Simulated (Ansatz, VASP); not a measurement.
CdF2 in VASP and in Ansatz

INCAR

```
SYSTEM = CdF2
ALGO     = Normal         ! electronic algorithm
EDIFF    = 1E-6           ! SCF threshold, eV
ENCUT    = 600            ! plane-wave cutoff, eV
GGA      = CA             ! functional
GGA_COMPAT= .FALSE.      
ISIF     = 2              ! what is computed and relaxed
ISMEAR   = 0              ! smearing method
LASPH    = .TRUE.         ! aspherical terms in the spheres
LCHARG   = .FALSE.        ! write CHGCAR
LREAL    = .FALSE.        ! projectors in reciprocal space
LWAVE    = .FALSE.        ! write WAVECAR
NBANDS   = 24             ! bands
NELM     = 120            ! most SCF steps
PREC     = Accurate       ! precision mode
SIGMA    = 0.05           ! smearing width, eV
```

File KPOINTS:

```
k-points
0
G
  8 8 8
  0 0 0
```

POSCAR

```
CdF2
1.0
    0.0000000000      2.6940000000      2.6940000000
    2.6940000000      0.0000000000      2.6940000000
    2.6940000000      2.6940000000      0.0000000000
Cd F
1 2
Direct
    0.0000000000      0.0000000000      0.0000000000
    0.2500000000      0.2500000000      0.2500000000
    0.7500000000      0.7500000000      0.7500000000
```

Input for Ansatz:

```yaml
crystal:
  lattice:
    - [0.0, 2.694, 2.694]
    - [2.694, 0.0, 2.694]
    - [2.694, 2.694, 0.0]
  atoms:
    - { symbol: Cd, position: [0.0, 0.0, 0.0] }
    - { symbol: F, position: [0.25, 0.25, 0.25] }
    - { symbol: F, position: [0.75, 0.75, 0.75] }
basis:
  ecutwfc: 420
kpoints:
  mp_grid: { grid: [8, 8, 8] }
hamiltonian:
  xc: lda
scf:
  occupations: { method: gaussian, width: 0.05 }
output:
  forces: true
  stress: true
  eigenvalues: true
```

Alike in both runs: task single point; functional LDA; k mesh 8 × 8 × 8; occupations gaussian, width 0.05 eV; no spin polarisation.

```csv
,VASP,Ansatz
version,VASP 6.6.1,Ansatz 0.2.0
potentials or method,"VASP PAW LDA potentials, release 64 (Cd_sv_GW, F), cutoff 600 eV","scalar-relativistic, plane waves, PAW"
valence electrons in the cell,34,34
```

Ansatz gave:

```
gap on the k mesh at the Fermi level (eV) : 2.81
least direct gap on the mesh (eV)         : 3.29
pressure (GPa)                            : -5.7
```

Task: Which values does VASP return?

Result: gap on the k mesh at the Fermi level (eV): 2.81; least direct gap on the mesh (eV): 3.29; pressure (GPa): -6.3.

LDA's correlation is that of Perdew and Zunger in VASP and of Perdew and Wang (1992) in Ansatz.
